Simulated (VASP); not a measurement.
# LaNb2N2 (P-3m1) in VASP: a series of runs

Runs on LaNb2N2. Level: PBE. Tasks: single point, relaxation of cell and atoms.

All numbers are computed with VASP 6.6.1; they aren't measurements. Logs are shortened: lines on timing, memory, paths and dates and some standing lists are left out, and cuts for length are marked.

## Step 1: The cell of the first run

It takes space group P-3m1 (No. 164, trigonal). Conventional cell: a = 3.615 Å, b = 3.615 Å, c = 6.753 Å, α = 90.00°, β = 90.00°, γ = 120.00°. La (site symmetry -3m) has 6 N at 2.85 Å and 6 Nb at 3.25 Å and 6 La at 3.62 Å within 3.8 Å. Nb (site symmetry 3m) has 4 N at 2.16 to 2.32 Å and 3 Nb at 2.73 Å within 2.9 Å. Within 2.9 Å of N (site symmetry 3m) lie 4 Nb at 2.16 to 2.32 Å and 3 La at 2.85 Å.

The cell was generated, and may not be a known phase.

## Step 2: Single point, PBE

Contents of INCAR:

```
SYSTEM = LaNb2N2
PREC = Accurate
ENCUT = 520
EDIFF = 1E-6
ISMEAR = 0
SIGMA = 0.1
LREAL = .FALSE.
LASPH = .TRUE.
NELM = 100
ALGO = Normal
ISIF = 2
LWAVE = .FALSE.
LCHARG = .FALSE.
GGA = PE
NBANDS = 32
```

Contents of KPOINTS:

```
regular mesh
0
G
  12 12 6
  0 0 0
```

Contents of POSCAR:

```
LaNb2N2
1.0
    3.6151883880      0.0000000000      0.0000000000
   -1.8075941940      3.1308449835      0.0000000000
    0.0000000000      0.0000000000      6.7528233434
La Nb N
1 2 2
Direct
    0.0000000000      0.0000000000      0.0000000000
    0.3333333333      0.6666666667      0.6308523996
    0.6666666667      0.3333333333      0.3691476004
    0.3333333333      0.6666666667      0.2873262265
    0.6666666667      0.3333333333      0.7126737735
```

Potentials or basis: VASP PAW PBE potentials, release 64 (La, Nb_sv, N).

Launch:

```console
> cat potpaw_PBE.64/La/POTCAR potpaw_PBE.64/Nb_sv/POTCAR potpaw_PBE.64/N/POTCAR > POTCAR
> mpirun -np 1 vasp_std > vasp.out
```

OUTCAR:

```text
SYSTEM = LaNb2N2
   PREC = Accurate
   ENCUT = 520
   EDIFF = 1E-6
   ISMEAR = 0
   LREAL = .FALSE.
   LASPH = .TRUE.
   NELM = 100
   ISIF = 2
   GGA = PE

 ion  position               nearest neighbor table
   1  0.000  0.000  0.000-   2 3.25   3 3.25   3 3.25   2 3.25   3 3.25   2 3.25
   2  0.333  0.667  0.631-   5 2.16   5 2.16   5 2.16   4 2.32   3 2.73   3 2.73   3 2.73   1 3.25
                             1 3.25   1 3.25
   3  0.667  0.333  0.369-   4 2.16   4 2.16   4 2.16   5 2.32   2 2.73   2 2.73   2 2.73   1 3.25
                             1 3.25   1 3.25
   4  0.333  0.667  0.287-   3 2.16   3 2.16   3 2.16   2 2.32
   5  0.667  0.333  0.713-   2 2.16   2 2.16   2 2.16   3 2.32

  LATTYP: Found a hexagonal cell.
 ALAT       =     3.6151883880
 C/A-ratio  =     1.8679035831

  Lattice vectors:

 A1 = (   3.6151883880,   0.0000000000,   0.0000000000)
 A2 = (  -1.8075941940,   3.1308449835,   0.0000000000)
 A3 = (   0.0000000000,   0.0000000000,   6.7528233434)

Analysis of symmetry for initial positions (statically):
=====================================================================
 Subroutine PRICEL returns:
 Original cell was already a primitive cell.

 Routine SETGRP: Setting up the symmetry group for a
 hexagonal supercell.

 Subroutine GETGRP returns: Found 12 space group operations
 (whereof 12 operations were pure point group operations)
 out of a pool of 24 trial point group operations.

The static configuration has the point symmetry D_3d.

Analysis of symmetry for dynamics (positions and initial velocities):
=====================================================================
 Subroutine PRICEL returns:
 Original cell was already a primitive cell.

 Routine SETGRP: Setting up the symmetry group for a
 hexagonal supercell.

 Subroutine GETGRP returns: Found 12 space group operations
 (whereof 12 operations were pure point group operations)
 out of a pool of 24 trial point group operations.

The dynamic configuration has the point symmetry D_3d.

 Subroutine INISYM returns: Found 12 space group operations
 (whereof 12 operations are pure point group operations),
 and found     1 'primitive' translations

----------------------------------------------------------------------------------------

                                     Primitive cell

  volume of cell :      76.4325

  direct lattice vectors                    reciprocal lattice vectors
     3.615188388  0.000000000  0.000000000     0.276610758  0.159701296  0.000000000
    -1.807594194  3.130844983  0.000000000     0.000000000  0.319402591  0.000000000
     0.000000000  0.000000000  6.752823343     0.000000000  0.000000000  0.148086208

[... 89 lines left out ...]
   EDIFF  = 0.1E-05   stopping-criterion for ELM
   LREAL  =      F    real-space projection
   EDIFFG = 0.1E-04   stopping-criterion for IOM
   NSW    =      0    number of steps for IOM
   IBRION =     -1    ionic relax: 0-MD 1-quasi-New 2-CG
   NFREE  =      0    steps in history (QN), initial steepest desc. (CG)
   ISIF   =      2    stress and relaxation
   ISYM   =      2    0-nonsym 1-usesym 2-fastsym
   POTIM  = 0.5000    time-step for ionic-motion
   TEBEG  =    0.0;   TEEND  =   0.0 temperature during run
   PSTRESS=    0.0 pullay stress
   NELECT =      47.0000    total number of electrons
   NUPDOWN=      -1.0000    fix difference up-down
   EMIN   =  10.00;   EMAX   =-10.00  energy-range for DOS
   EFERMI =   0.00;   METHOD = LEGACY
   ISMEAR =     0;   SIGMA  =   0.10  broadening in eV -4-tet -1-fermi 0-gaus
   EFERMI_NEDOS =   21; number of points for ismear=-14 and -15
   IALGO  =     38    algorithm
   IMIX   =      4    mixing-type and parameters
     AMIX     =   0.40;   BMIX     =  1.00
     AMIX_MAG =   1.60;   BMIX_MAG =  1.00
  volume/ion in A,a.u.               =      15.29       103.16
  Fermi-wavevector in a.u.,A,eV,Ry     =   1.392135  2.630755 26.368650  1.938041
  Thomas-Fermi vector in A             =   2.515907
   LORBIT       =      0    0 simple, 1 ext, 2 COOP (PROOUT), +10 PAW based schemes
   GGA     = PE    functional components
   LHFCALC =     F    Hartree Fock is set to
   AEXX    =    0.0000 exact exchange contribution
   IVDW    =     0    specifies the selected vdW correction
   LEPSILON=     F    determine dielectric tensor
   LRPA    =     F    only Hartree local field effects (RPA)
 non-spin polarized calculation
 Gauss-broadening in eV      SIGMA  =   0.10
  energy-cutoff  :      520.00
  volume of cell :       76.43
 maximum number of plane-waves:      2082
 NGX is ok and might be reduce to    28
   NGX = 13   NGY = 13   NGZ = 25

 number of electron      47.0000000 magnetization

 Free energy of the ion-electron system (eV)
  ---------------------------------------------------
  ext. energy  EPLUGINS =         0.00000000
  ---------------------------------------------------
  free energy    TOTEN  =       -45.96214133 eV

  energy without entropy =      -45.95262968  energy(sigma->0) =      -45.95738551

 E-fermi :  11.1763     XC(G=0): -11.8659

 val. band max:       11.1700372516   @ k =   0.2500   0.1667   0.3333
 cond. band min:      11.2051093169   @ k =   0.2500   0.2500   0.0000
 fundamental gap:      0.0350720654
 Fermi energy:        11.1763099814

 k-point     1 :       0.0000    0.0000    0.0000
  band No.  band energies     occupation
      1     -44.1581      2.00000
      2     -43.8905      2.00000
      3     -21.4076      2.00000
      4     -20.3838      2.00000
      5     -20.3826      2.00000
      6     -20.3826      2.00000
[... 829 lines left out ...]
     31      13.8390      0.00000
     32      13.8658      0.00000

 [... further k-points ...]
[... 5 lines left out ...]
  --------------------------------------------------------------------------------------
  -------------------------------------------------------------------------------------
  Total       -0.1482923     -0.1482923     -0.1300045     -0.0000000      0.0000000      0.0000000
  in kB       -3.1085029     -3.1085029     -2.7251533     -0.0000000      0.0000000      0.0000000
  external PRESSURE =      -2.9807197 kB  Pullay stress =       0.0000000 kB

 VOLUME and BASIS-vectors are now :
 -----------------------------------------------------------------------------
  energy-cutoff  :      520.00
  volume of cell :       76.43
      direct lattice vectors                 reciprocal lattice vectors
     3.615188388  0.000000000  0.000000000     0.276610758  0.159701296  0.000000000
    -1.807594194  3.130844983  0.000000000     0.000000000  0.319402591  0.000000000
     0.000000000  0.000000000  6.752823343     0.000000000  0.000000000  0.148086208

 POSITION                                       TOTAL-FORCE (eV/Angst)
 -----------------------------------------------------------------------------------
      0.00000      0.00000      0.00000        -0.000000      0.000000      0.000000
     -0.00000      2.08723      4.26003         0.000000      0.000000      0.004457
      1.80759      1.04361      2.49279        -0.000000      0.000000     -0.004457
     -0.00000      2.08723      1.94026        -0.000000      0.000000      0.003937
      1.80759      1.04361      4.81256         0.000000     -0.000000     -0.003937
 -----------------------------------------------------------------------------------
    total drift:                                0.000000     -0.000000      0.000000

  FREE ENERGIE OF THE ION-ELECTRON SYSTEM (eV)
  ---------------------------------------------------
  free  energy   TOTEN  =       -45.9621413331 eV

  energy  without entropy=      -45.9526296792  energy(sigma->0) =      -45.95738551
```

OSZICAR:

```text
N       E                     dE             d eps       ncg     rms          rms(c)
DAV:   1     0.530537203675E+03    0.53054E+03   -0.21719E+04  7520   0.211E+03
DAV:   2     0.448680199724E+02   -0.48567E+03   -0.43676E+03  6944   0.523E+02
DAV:   3    -0.434170145128E+02   -0.88285E+02   -0.82114E+02 10688   0.193E+02
DAV:   4    -0.514088730728E+02   -0.79919E+01   -0.76572E+01 11656   0.568E+01
DAV:   5    -0.519629846307E+02   -0.55411E+00   -0.54402E+00 11808   0.134E+01    0.168E+01
DAV:   6    -0.466214358150E+02    0.53415E+01   -0.66797E+01  9880   0.371E+01    0.815E+00
DAV:   7    -0.458720039055E+02    0.74943E+00   -0.10588E+01 11472   0.223E+01    0.429E+00
DAV:   8    -0.459715416850E+02   -0.99538E-01   -0.15835E+00 10552   0.650E+00    0.196E+00
DAV:   9    -0.459609028367E+02    0.10639E-01   -0.28337E-01 12432   0.324E+00    0.729E-01
DAV:  10    -0.459626854883E+02   -0.17827E-02   -0.33362E-02 10872   0.123E+00    0.351E-01
DAV:  11    -0.459621591745E+02    0.52631E-03   -0.68878E-03 11272   0.637E-01    0.108E-01
DAV:  12    -0.459621499972E+02    0.91772E-05   -0.15893E-03 11992   0.282E-01    0.332E-02
DAV:  13    -0.459621425819E+02    0.74153E-05   -0.17103E-04 10784   0.954E-02    0.170E-02
DAV:  14    -0.459621416370E+02    0.94485E-06   -0.11369E-05 10928   0.278E-02    0.804E-03
DAV:  15    -0.459621413331E+02    0.30394E-06   -0.29289E-06  7744   0.114E-02
   1 F= -.45962141E+02 E0= -.45957386E+02  d E =-.951165E-02
```

It took 2.1 min on 1 thread of Intel Xeon 6975P-C (Granite Rapids), shared host; peak memory 0.38 GiB.

Results:

* Free energy: -45.9621 eV
* Pressure: -0.3 GPa
* Largest force: 0.004 eV/Å
* Band gap on the k mesh: zero (an odd number of electrons rules out a gap without spin polarisation)

Forces in eV/Å, atoms in the order of the input:
```
La   0.000  0.000  0.000
Nb   0.000  0.000  0.004
Nb   0.000  0.000 -0.004
N    0.000  0.000  0.004
N    0.000  0.000 -0.004
```

Levels at points of the mesh, in eV from the Fermi level:
```
           k point  band 19  band 20  band 21  band 22  band 23  band 24  band 25  band 26  band 27  band 28
(0.00, 0.00, 0.00)    -4.99    -4.94    -1.63    -1.63    -0.90    -0.17     1.32     1.63     1.63     2.27
(0.50, 0.00, 0.00)    -3.76    -3.76    -2.21    -1.51    -1.31    -0.25     0.78     1.52     1.52     1.61
(0.00, 0.00, 0.50)    -5.10    -4.30    -1.33    -1.33    -0.19     0.31     0.78     0.78     1.12     2.20
(0.50, 0.00, 0.50)    -4.38    -4.15    -1.84    -1.68    -1.40     0.15     0.89     1.26     1.42     1.96
```

Caveat: spin-orbit coupling is left out, which moves the levels of the heavy elements.

## Step 3: Relaxation of cell and atoms, PBE

This run uses another cell than the first one, of 18.70 Å³/atom.

Contents of INCAR:

```
SYSTEM = LaNb2N2
  ALGO = Normal
  EDIFF = 1E-6
  EDIFFG = -0.04
  ENCUT = 600
  GGA = PE
  IBRION = 2
  ISIF = 3
  ISMEAR = 0
  LASPH = .True.
  LCHARG = .False.
  LREAL = .False.
  LWAVE = .False.
  NELM = 80
  NSW = 90
  PREC = Accurate
  SIGMA = 0.1
```

Contents of KPOINTS:

```
k-points
0
Gamma
  6 6 4
  0 0 0
```

Contents of POSCAR:

```
LaNb2N2
1.0
    4.0210742300      0.0000000000      0.0000000000
   -2.0105371200      3.4823524300      0.0000000000
    0.0000000000      0.0000000000      6.6778667100
La Nb N
1 2 2
Direct
    0.0000000000      0.0000000000      0.0000000000
    0.3333333300      0.6666666700      0.6319038900
    0.6666666700      0.3333333300      0.3680961100
    0.3333333300      0.6666666700      0.2520079600
    0.6666666700      0.3333333300      0.7479920400
```

Potentials or basis: VASP PAW PBE potentials, release 64 (La, Nb_sv, N).

Launch:

```console
> cat potpaw_PBE.64/La/POTCAR potpaw_PBE.64/Nb_sv/POTCAR potpaw_PBE.64/N/POTCAR > POTCAR
> mpirun -np 1 vasp_std > vasp.out
```

Wall time 6.7 min (1 thread of Intel Xeon 6975P-C (Granite Rapids), shared host); peak memory 0.3 GiB.

It converged, with:

```yaml
Free_energy: -46.0059 eV
Relaxed_volume: 15.26 Å³/atom
Relaxed_cell: a = 3.614 Å, b = 3.614 Å, c = 6.748 Å, α = 90.00°, β = 90.00°, γ = 120.00°
Space_group_after_relaxing_to_0.1_Å: P-3m1 (No. 164)
Energy_gained_by_relaxing: 492.1 meV/atom
Ionic_steps: 14
Pressure_after_relaxing: 0.0 GPa
Largest_force_after_relaxing: 0.033 eV/Å
Band_gap_on_the_k_mesh: zero (an odd number of electrons rules out a gap without spin polarisation)
```

Forces in eV/Å, atoms in the order of the input:
```
La   0.000  0.000  0.000
Nb   0.000  0.000  0.033
Nb   0.000  0.000 -0.033
N    0.000  0.000 -0.005
N    0.000  0.000  0.005
```

Stress tensor (GPa, compression positive):
```
-0.22  0.00  0.00
 0.00 -0.22  0.00
 0.00  0.00  0.39
```

The path:
```csv
step,energy change (eV),largest force (eV/Å),pressure (GPa),volume (Å³)
1,0.0000,1.4469,-25.63,93.51
2,1.0396,3.7780,77.28,58.50
3,-2.0792,1.1530,-1.02,74.98
4,-2.0859,1.1265,0.72,74.29
5,-2.0864,1.1121,1.64,73.94
6,-2.2898,0.8016,1.92,73.94
7,-2.3846,0.3815,3.95,73.82
8,-2.3946,0.4361,-5.48,78.31
9,-2.4222,0.3985,-1.41,76.18
10,-2.4521,0.2384,-0.46,76.15
11,-2.4561,0.2403,0.20,76.14
12,-2.4561,0.2199,0.14,76.14
13,-2.4605,0.0675,0.09,76.29
14,-2.4606,0.0334,-0.02,76.32
```

Final structure:
```
La Nb N
1.0
     3.61386    0.00000    0.00000
    -1.80693    3.12969    0.00000
     0.00000    0.00000    6.74824
La Nb N
1 2 2
Cartesian
  0.0000 0.0000 0.0000
  0.0000 2.0865 4.2571
  1.8069 1.0432 2.4911
  0.0000 2.0865 1.9449
  1.8069 1.0432 4.8034
```

Levels at points of the mesh, in eV from the Fermi level:
```csv
k point,band 20,band 21,band 22,band 23,band 24,band 25,band 26,band 27
"(0.00, 0.00, 0.00)",-4.91,-1.59,-1.59,-0.89,-0.15,1.35,1.65,1.65
"(0.50, 0.00, 0.00)",-3.74,-2.18,-1.49,-1.27,-0.23,0.82,1.54,1.56
"(0.00, 0.00, 0.50)",-4.27,-1.29,-1.29,-0.18,0.32,0.81,0.81,1.16
"(0.50, 0.00, 0.50)",-4.12,-1.82,-1.66,-1.35,0.18,0.92,1.30,1.45
```

Caveat: the volume moved by over 15 % at a fixed basis, so the end points are rough; spin-orbit coupling is left out, which moves the levels of the heavy elements.

## Step 4: Relaxation of cell and atoms, PBE

This run uses another cell than the first one, of 15.32 Å³/atom.

Contents of INCAR:

```
PREC = Accurate
ENCUT = 600
EDIFF = 1E-6
ISMEAR = 0
SIGMA = 0.1
LREAL = False
LASPH = True
NELM = 100
ALGO = Normal
ISIF = 3
LWAVE = False
LCHARG = False
GGA = PE
IBRION = 2
NSW = 100
EDIFFG = -0.01
```

Contents of KPOINTS:

```
Automatic mesh
0
Gamma
  12 12 6
```

Contents of POSCAR:

```
LaNb2N2
1.0
    3.6131245587      0.0000000000      0.0000000000
   -1.8065622794      3.1290576549      0.0000000000
    0.0000000000      0.0000000000      6.7745328540
La Nb N
1 2 2
Direct
    0.0000000000      0.0000000000      0.0000000000
    0.3333333333      0.6666666667      0.6309039337
    0.6666666667      0.3333333333      0.3690960663
    0.3333333333      0.6666666667      0.2890011615
    0.6666666667      0.3333333333      0.7109988385
```

Launch:

```console
> cat potpaw_PBE.64/La/POTCAR potpaw_PBE.64/Nb_sv/POTCAR potpaw_PBE.64/N/POTCAR > POTCAR
> mpirun -np 1 vasp_std > vasp.out
```

It took 8.3 min on 1 thread of Intel Xeon 6975P-C (Granite Rapids), shared host; peak memory 0.44 GiB.

The run converged. Its results:

* Free energy: -45.9668 eV
* Relaxed volume: 15.25 Å³/atom
* Relaxed cell: a = 3.613 Å, b = 3.613 Å, c = 6.746 Å, α = 90.00°, β = 90.00°, γ = 120.00°
* Space group after relaxing (to 0.1 Å): P-3m1 (No. 164)
* Energy gained by relaxing: 0.2 meV/atom
* Ionic steps: 6
* Pressure after relaxing: 0.0 GPa
* Largest force after relaxing: 0.004 eV/Å
* Band gap on the k mesh: zero (an odd number of electrons rules out a gap without spin polarisation)

Forces on the atoms (eV/Å):
```
La   0.000  0.000  0.000
Nb   0.000  0.000 -0.004
Nb   0.000  0.000  0.004
N    0.000  0.000 -0.002
N    0.000  0.000  0.002
```

The path:
| step | energy change (eV) | largest force (eV/Å) | pressure (GPa) | volume (Å³) |
| --- | --- | --- | --- | --- |
| 1 | 0.0000 | 0.0538 | -0.35 | 76.59 |
| 2 | -0.0004 | 0.0711 | 0.43 | 76.22 |
| 3 | -0.0004 | 0.0656 | 0.19 | 76.33 |
| 4 | -0.0010 | 0.0401 | 0.09 | 76.30 |
| 5 | -0.0012 | 0.0191 | 0.00 | 76.27 |
| 6 | -0.0012 | 0.0042 | -0.02 | 76.27 |

Final structure:
```cif
data_structure
_symmetry_space_group_name_H-M 'P 1'
_symmetry_Int_Tables_number 1
_cell_length_a 3.6130
_cell_length_b 3.6130
_cell_length_c 6.7463
_cell_angle_alpha 90.000
_cell_angle_beta 90.000
_cell_angle_gamma 120.000
_cell_volume 76.27
loop_
_atom_site_label
_atom_site_type_symbol
_atom_site_fract_x
_atom_site_fract_y
_atom_site_fract_z
_atom_site_occupancy
La1 La 0.00000 0.00000 0.00000 1
Nb1 Nb 0.33333 0.66667 0.63096 1
Nb2 Nb 0.66667 0.33333 0.36904 1
N1 N 0.33333 0.66667 0.28717 1
N2 N 0.66667 0.33333 0.71283 1
```

Levels at points of the mesh, in eV from the Fermi level:
```
           k point  band 19  band 20  band 21  band 22  band 23  band 24  band 25  band 26  band 27  band 28
(0.00, 0.00, 0.00)    -5.00    -4.94    -1.64    -1.64    -0.90    -0.17     1.32     1.63     1.63     2.28
(0.50, 0.00, 0.00)    -3.76    -3.76    -2.22    -1.51    -1.32    -0.25     0.79     1.52     1.52     1.61
(0.00, 0.00, 0.50)    -5.11    -4.30    -1.33    -1.33    -0.19     0.30     0.77     0.77     1.12     2.21
(0.50, 0.00, 0.50)    -4.39    -4.16    -1.85    -1.68    -1.40     0.15     0.89     1.26     1.42     1.97
```

Caveat: spin-orbit coupling is left out, which moves the levels of the heavy elements.

## Step 5: The runs side by side

```tsv
task	cell	k mesh	cutoff (eV)	gap on the mesh (eV)	pressure (GPa)	relaxed volume (Å³/atom)
single point	a = 3.615, b = 3.615, c = 6.753 Å, angles 90.0, 90.0, 120.0°, 5 atoms, atomic positions A	12 × 12 × 6	520	none	-0.3	-
relaxation of cell and atoms	relaxed from a = 4.021, b = 4.021, c = 6.678 Å, angles 90.0, 90.0, 120.0°, 5 atoms, atomic positions B	6 × 6 × 4	600	none	0.0	15.26
relaxation of cell and atoms	relaxed from a = 3.613, b = 3.613, c = 6.775 Å, angles 90.0, 90.0, 120.0°, 5 atoms, atomic positions C	12 × 12 × 6	600	none	0.0	15.25
```

Alike in all rows: level PBE; potentials or basis VASP PAW PBE potentials, release 64 (La, Nb_sv, N); no spin polarisation; smearing gaussian 0.1 eV.

Caveats: spin-orbit coupling is left out, which moves the levels of the heavy elements; the volume moved by over 15 % at a fixed basis, so the end points are rough (at least some runs).

Total energies depend on the potentials used, so only differences within one code and one set of settings carry meaning.

The gap in the log of VASP goes by the Fermi energy; the results here count the filled bands.